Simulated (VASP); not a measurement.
Set up this calculation in VASP 6.6.1, as the native input.

| Item | Value |
| --- | --- |
| Task | single point |
| Functional | r2SCAN |
| Potentials or basis | VASP PAW PBE potentials, release 64 (Rh_sv_GW) |
| Cutoff | 680 eV |
| k mesh | 14 × 14 × 14 |
| Occupations | fermi-dirac, width 0.1 eV |
| Spin | no spin polarisation |
| Dipole correction | no |
| Further INCAR settings | ALGO = Normal; EDIFF = 1e-06; NBANDS = 14 |

Crystal: Rh.

```xyz
1
Lattice="0.0000 1.9008 1.9008 1.9008 0.0000 1.9008 1.9008 1.9008 0.0000" Properties=species:S:1:pos:R:3 pbc="T T T"
Rh    0.0000    0.0000    0.0000
```

The input as run:

POSCAR

```
Rh
1.0
    0.0000000000      1.9008071574      1.9008071574
    1.9008071574      0.0000000000      1.9008071574
    1.9008071574      1.9008071574      0.0000000000
Rh
1
Direct
    0.0000000000      0.0000000000      0.0000000000
```

INCAR.step1

```
SYSTEM = Rh
PREC = Accurate ; ENCUT = 680
ISMEAR = -1 ; SIGMA = 0.1
LREAL = .FALSE. ; LASPH = .TRUE.
NELM = 120 ; NBANDS = 14
GGA = PE ; ALGO = Normal
EDIFF = 1E-5 ; LWAVE = .TRUE.
LCHARG = .FALSE. ; GGA_COMPAT = .FALSE.
```

INCAR.step2

```
SYSTEM = Rh
PREC = Accurate ; ENCUT = 680
EDIFF = 1E-6 ; ISMEAR = -1
SIGMA = 0.1 ; LREAL = .FALSE.
LASPH = .TRUE. ; NELM = 120
ALGO = Normal ; ISIF = 2
LWAVE = .FALSE. ; LCHARG = .FALSE.
METAGGA = R2SCAN ; LMIXTAU = .TRUE.
NBANDS = 14 ; ISTART = 1
GGA_COMPAT = .FALSE.
```

KPOINTS

```
Automatic mesh
0
G
  14 14 14
  0 0 0
```

Potentials or basis: VASP PAW PBE potentials, release 64 (Rh_sv_GW).

Launch:

```sh
$ cat potpaw_PBE.64/Rh_sv_GW/POTCAR > POTCAR
$ cp INCAR.step1 INCAR
$ mpirun -np 1 vasp_std > vasp.out
$ cp INCAR.step2 INCAR
$ mpirun -np 1 vasp_std > vasp.out
```

It gave:

* Pressure: 0.1 GPa
* Band gap on the k mesh: zero (an odd number of electrons rules out a gap without spin polarisation)

Caveat: the PAW data sets were made with another functional, which shifts forces and pressure a little.

Wall time 110 s on 1 thread of Intel(R) Xeon(R) Platinum 8175M CPU @ 2.50GHz (Skylake/Cascade Lake), on a shared host, peak memory 0.17 GiB.
